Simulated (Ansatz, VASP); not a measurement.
## One calculation of BaF2, two programs

```
Ba F
1.0
     0.00000    3.16085    3.16085
     3.16085    0.00000    3.16085
     3.16085    3.16085    0.00000
Ba F
1 2
Direct
  0.00000 0.00000 0.00000
  0.25000 0.25000 0.25000
  0.75000 0.75000 0.75000
```

Change from the starting cell: volume scaled by 1.06, crystal datasets.

Alike in both runs: task electric field gradients; functional LDA; k mesh 8 × 8 × 8; occupations fermi-dirac, width 0.01 eV; no spin polarisation.

|  | VASP | Ansatz |
| --- | --- | --- |
| version | VASP 6.6.1 | Ansatz 0.2.0 |
| potentials or method | VASP PAW LDA potentials, release 64 (Ba_sv, F), cutoff 520 eV | all-electron PAW with datasets made for the crystal, scalar-relativistic |

Ansatz gave:

* gap on the k mesh at the Fermi level (eV): 6.20
* pressure (GPa): -7.0

**Question.** What did VASP give for the same quantities?

**Answer.** gap on the k mesh at the Fermi level (eV): 6.15; pressure (GPa): -6.1.

LDA's correlation is that of Perdew and Zunger in VASP and of Perdew and Wang (1992) in Ansatz. Ansatz ran all-electron here, and VASP with PAW potentials.

Neither program's run includes spin-orbit coupling.
